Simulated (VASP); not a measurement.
# PbSe (Clausthalite) (Fm-3m) in VASP: further runs

Runs on PbSe (Clausthalite). Level: PBE. Tasks: single point.

Everything below comes from runs of VASP 6.6.1. Logs are shortened: lines on timing, memory, paths and dates and some standing lists are left out, and cuts for length are marked.

**1. The cell of the first run**

It takes space group Fm-3m (No. 225, cubic). Conventional cell: a = 6.121 Å, b = 6.121 Å, c = 6.121 Å, α = 90.00°, β = 90.00°, γ = 90.00°. Within 4.0 Å of Pb (site symmetry m-3m) lie 6 Se at 3.06 Å. Se (site symmetry m-3m) has 6 Pb at 3.06 Å within 4.0 Å.

**2. Single point, PBE**

INCAR reads:

```
SYSTEM = PbSe
PREC = Accurate
ENCUT = 500
EDIFF = 1E-6
ISMEAR = 0
SIGMA = 0.01
LREAL = .False.
LASPH = .True.
NELM = 120
ALGO = Normal
ISIF = 2
LWAVE = .False.
LCHARG = .False.
GGA = PE
NBANDS = 17
GGA_COMPAT = .False.
```

KPOINTS reads:

```
regular mesh
0
Gamma
  2 2 2
  0 0 0
```

POSCAR reads:

```
PbSe
1.0
    0.0000000000      3.0606500000      3.0606500000
    3.0606500000      0.0000000000      3.0606500000
    3.0606500000      3.0606500000      0.0000000000
Pb Se
1 1
Direct
    0.0000000000      0.0000000000      0.0000000000
    0.5000000000      0.5000000000      0.5000000000
```

Potentials or basis: VASP PAW PBE potentials, release 64 (Pb_d, Se).

Command:

```sh
$ cat potpaw_PBE.64/Pb_d/POTCAR potpaw_PBE.64/Se/POTCAR > POTCAR
$ mpirun -np 1 vasp_std > vasp.out
```

OUTCAR:

```text
SYSTEM = PbSe
   PREC = Accurate
   ENCUT = 500
   EDIFF = 1E-6
   ISMEAR = 0
   LREAL = .False.
   LASPH = .True.
   NELM = 120
   ISIF = 2
   GGA = PE

 ion  position               nearest neighbor table
   1  0.000  0.000  0.000-   2 3.06   2 3.06   2 3.06   2 3.06   2 3.06   2 3.06
   2  0.500  0.500  0.500-   1 3.06   1 3.06   1 3.06   1 3.06   1 3.06   1 3.06

  LATTYP: Found a face centered cubic cell.
 ALAT       =     6.1213000000

  Lattice vectors:

 A1 = (   0.0000000000,   3.0606500000,   3.0606500000)
 A2 = (   3.0606500000,   0.0000000000,   3.0606500000)
 A3 = (   3.0606500000,   3.0606500000,   0.0000000000)

Analysis of symmetry for initial positions (statically):
=====================================================================
 Subroutine PRICEL returns:
 Original cell was already a primitive cell.

 Routine SETGRP: Setting up the symmetry group for a
 face centered cubic supercell.

 Subroutine GETGRP returns: Found 48 space group operations
 (whereof 48 operations were pure point group operations)
 out of a pool of 48 trial point group operations.

The static configuration has the point symmetry O_h .

Analysis of symmetry for dynamics (positions and initial velocities):
=====================================================================
 Subroutine PRICEL returns:
 Original cell was already a primitive cell.

 Routine SETGRP: Setting up the symmetry group for a
 face centered cubic supercell.

 Subroutine GETGRP returns: Found 48 space group operations
 (whereof 48 operations were pure point group operations)
 out of a pool of 48 trial point group operations.

The dynamic configuration has the point symmetry O_h .

 Subroutine INISYM returns: Found 48 space group operations
 (whereof 48 operations are pure point group operations),
 and found     1 'primitive' translations

----------------------------------------------------------------------------------------

                                     Primitive cell

  volume of cell :      57.3418

  direct lattice vectors                    reciprocal lattice vectors
     0.000000000  3.060650000  3.060650000    -0.163363991  0.163363991  0.163363991
     3.060650000  0.000000000  3.060650000     0.163363991 -0.163363991  0.163363991
     3.060650000  3.060650000  0.000000000     0.163363991  0.163363991 -0.163363991

  length of vectors
     4.328412740  4.328412740  4.328412740     0.282954733  0.282954733  0.282954733

  position of ions in fractional coordinates (direct lattice)
[... 57 lines left out ...]
   EDIFF  = 0.1E-05   stopping-criterion for ELM
   LREAL  =      F    real-space projection
   EDIFFG = 0.1E-04   stopping-criterion for IOM
   NSW    =      0    number of steps for IOM
   IBRION =     -1    ionic relax: 0-MD 1-quasi-New 2-CG
   NFREE  =      0    steps in history (QN), initial steepest desc. (CG)
   ISIF   =      2    stress and relaxation
   ISYM   =      2    0-nonsym 1-usesym 2-fastsym
   POTIM  = 0.5000    time-step for ionic-motion
   TEBEG  =    0.0;   TEEND  =   0.0 temperature during run
   PSTRESS=    0.0 pullay stress
   NELECT =      20.0000    total number of electrons
   NUPDOWN=      -1.0000    fix difference up-down
   EMIN   =  10.00;   EMAX   =-10.00  energy-range for DOS
   EFERMI =   0.00;   METHOD = LEGACY
   ISMEAR =     0;   SIGMA  =   0.01  broadening in eV -4-tet -1-fermi 0-gaus
   EFERMI_NEDOS =   21; number of points for ismear=-14 and -15
   IALGO  =     38    algorithm
   IMIX   =      4    mixing-type and parameters
     AMIX     =   0.40;   BMIX     =  1.00
     AMIX_MAG =   1.60;   BMIX_MAG =  1.00
  volume/ion in A,a.u.               =      28.67       193.48
  Fermi-wavevector in a.u.,A,eV,Ry     =   1.152377  2.177676 18.068159  1.327972
  Thomas-Fermi vector in A             =   2.289028
   LORBIT       =      0    0 simple, 1 ext, 2 COOP (PROOUT), +10 PAW based schemes
   GGA     = PE    functional components
   LHFCALC =     F    Hartree Fock is set to
   AEXX    =    0.0000 exact exchange contribution
   IVDW    =     0    specifies the selected vdW correction
   LEPSILON=     F    determine dielectric tensor
   LRPA    =     F    only Hartree local field effects (RPA)
 non-spin polarized calculation
 Gauss-broadening in eV      SIGMA  =   0.01
  energy-cutoff  :      500.00
  volume of cell :       57.34
 maximum number of plane-waves:      1459
 NGX is ok and might be reduce to    32
   NGX = 15   NGY = 15   NGZ = 15

 number of electron      20.0000000 magnetization

 Free energy of the ion-electron system (eV)
  ---------------------------------------------------
  ext. energy  EPLUGINS =         0.00000000
  ---------------------------------------------------
  free energy    TOTEN  =        -6.63421926 eV

  energy without entropy =       -6.63421926  energy(sigma->0) =       -6.63421926

 E-fermi :   5.3994     XC(G=0):  -9.4325

 val. band max:        5.3554633274   @ k =   0.5000   0.0000   0.0000
 cond. band min:       5.4432037370   @ k =   0.5000   0.0000   0.0000
 fundamental gap:      0.0877404095
 Fermi energy:         5.3993543698

 k-point     1 :       0.0000    0.0000    0.0000
  band No.  band energies     occupation
      1     -12.0047      2.00000
      2     -12.0047      2.00000
      3     -12.0047      2.00000
      4     -11.9885      2.00000
      5     -11.9885      2.00000
      6      -8.1198      2.00000
[... 37 lines left out ...]
      4     -11.9613      2.00000
      5     -11.9613      2.00000
      6      -6.5341      2.00000
[... 9 lines left out ...]
     16      16.8576      0.00000
     17      17.9394      0.00000

------------------------ aborting loop because EDIFF is reached ----------------------------------------

  FORCE on cell =-STRESS in cart. coord.  units (eV):
  Direction    XX          YY          ZZ          XY          YZ          ZX
  --------------------------------------------------------------------------------------
  -------------------------------------------------------------------------------------
  Total        3.7855297      3.7855297      3.7855297      0.0000000     -0.0000000     -0.0000000
  in kB      105.7709091    105.7709091    105.7709091      0.0000000     -0.0000000     -0.0000000
  external PRESSURE =     105.7709091 kB  Pullay stress =       0.0000000 kB

 VOLUME and BASIS-vectors are now :
 -----------------------------------------------------------------------------
  energy-cutoff  :      500.00
  volume of cell :       57.34
      direct lattice vectors                 reciprocal lattice vectors
     0.000000000  3.060650000  3.060650000    -0.163363991  0.163363991  0.163363991
     3.060650000  0.000000000  3.060650000     0.163363991 -0.163363991  0.163363991
     3.060650000  3.060650000  0.000000000     0.163363991  0.163363991 -0.163363991

 POSITION                                       TOTAL-FORCE (eV/Angst)
 -----------------------------------------------------------------------------------
      0.00000      0.00000      0.00000        -0.000000     -0.000000     -0.000000
      3.06065      3.06065      3.06065         0.000000      0.000000      0.000000
 -----------------------------------------------------------------------------------
    total drift:                                0.000000     -0.000000     -0.000000

  FREE ENERGIE OF THE ION-ELECTRON SYSTEM (eV)
  ---------------------------------------------------
  free  energy   TOTEN  =        -6.6342192603 eV

  energy  without entropy=       -6.6342192603  energy(sigma->0) =       -6.63421926
```

OSZICAR:

```text
N       E                     dE             d eps       ncg     rms          rms(c)
DAV:   1     0.158292685972E+03    0.15829E+03   -0.88129E+03   102   0.115E+03
DAV:   2     0.479309032294E+01   -0.15350E+03   -0.14727E+03   102   0.312E+02
DAV:   3    -0.711469851434E+01   -0.11908E+02   -0.11807E+02   153   0.903E+01
DAV:   4    -0.732146313290E+01   -0.20676E+00   -0.20673E+00   132   0.137E+01
DAV:   5    -0.732951257764E+01   -0.80494E-02   -0.80494E-02   147   0.257E+00    0.343E+00
DAV:   6    -0.667208378398E+01    0.65743E+00   -0.14129E+00   136   0.721E+00    0.192E+00
DAV:   7    -0.662627412537E+01    0.45810E-01   -0.43122E-01   143   0.290E+00    0.108E+00
DAV:   8    -0.663588214299E+01   -0.96080E-02   -0.43130E-02   129   0.227E+00    0.276E-01
DAV:   9    -0.663409662868E+01    0.17855E-02   -0.14007E-02   137   0.104E+00    0.868E-02
DAV:  10    -0.663417855922E+01   -0.81931E-04   -0.13374E-03   116   0.204E-01    0.228E-02
DAV:  11    -0.663421973362E+01   -0.41174E-04   -0.11744E-04   119   0.101E-01    0.244E-02
DAV:  12    -0.663421926031E+01    0.47331E-06   -0.43575E-06   140   0.146E-02
   1 F= -.66342193E+01 E0= -.66342193E+01  d E =-.247222E-10
```

Wall time 6 s (1 thread of Intel Xeon Platinum 8488C (Sapphire Rapids), shared host); peak memory 0.17 GiB.

What came out:

| Property | Result |
| --- | --- |
| Free energy | -6.6342 eV |
| Pressure | 10.6 GPa |
| Band gap on the k mesh | 0.09 eV, direct |

Caveat: the k points lie up to 0.89 Å⁻¹ apart; spin-orbit coupling is left out, which moves the levels of the heavy elements. A k mesh can miss the band edges.

**3. Single point, PBE**

INCAR reads:

```
SYSTEM = PbSe
PREC = Accurate ; ENCUT = 500
EDIFF = 1E-6 ; ISMEAR = 0
SIGMA = 0.01 ; LREAL = .False.
LASPH = .True. ; NELM = 120
ALGO = Normal ; ISIF = 2
LWAVE = .False. ; LCHARG = .False.
GGA = PE ; NBANDS = 17
GGA_COMPAT = .False.
```

KPOINTS reads:

```
Automatic mesh
0
Gamma
  3 3 3
  0 0 0
```

POSCAR is that of step 2.

Potentials or basis: VASP PAW PBE potentials, release 64 (Pb_d, Se).

Command:

```sh
$ cat potpaw_PBE.64/Pb_d/POTCAR potpaw_PBE.64/Se/POTCAR > POTCAR
$ mpirun -np 1 vasp_std > vasp.out
```

It took 6.8 s on 1 thread of Intel Xeon Platinum 8488C (Sapphire Rapids), shared host; peak memory 0.17 GiB.

It converged, with:

| Quantity | Value |
| --- | --- |
| Free energy | -8.2928 eV |
| Pressure | 1.5 GPa |

Levels at points of the mesh, in eV from the Fermi level:
```
           k point  band 7  band 8  band 9  band 10  band 11  band 12  band 13  band 14
(0.00, 0.00, 0.00)   -5.68   -1.27   -1.27    -1.27     5.34     5.34     5.34     7.14
```

Caveat: the k points lie up to 0.59 Å⁻¹ apart; this odd mesh misses L, where the gap lies, so gap, dielectric constants and Born charges aren't listed; spin-orbit coupling is left out, which moves the levels of the heavy elements.
